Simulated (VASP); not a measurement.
A run of VASP 6.6.1 is set up as follows.

INCAR

```
PREC = Accurate
ENCUT = 600
EDIFF = 1E-6
ISMEAR = -1
SIGMA = 0.15
LREAL = F
LASPH = T
NELM = 100
ALGO = Fast
ISIF = 4
LWAVE = F
LCHARG = F
GGA = PE
IBRION = 2
NSW = 80
EDIFFG = -0.001
```

KPOINTS

```
Automatic mesh
0
Gamma
  18 18 10
```

Contents of POSCAR:

```
Rh
1.0
    2.7101980974      0.0000000000      0.0000000000
   -1.3550990487      2.3471004016      0.0000000000
    0.0000000000      0.0000000000      4.3633779718
Rh
2
Direct
    0.6666666667      0.3333333333      0.7500000000
    0.3333333333      0.6666666667      0.2500000000
```

Potentials or basis: VASP PAW PBE potentials, release 64 (Rh_pv).

Run with:

```bash
$ cat potpaw_PBE.64/Rh_pv/POTCAR > POTCAR
$ mpirun -np 1 vasp_std > vasp.out
```

(1) Predict the band gap on the k mesh.

## Answers

(1) zero (band 15 reaches 12.46 eV, above the bottom of band 16 at 10.08 eV).
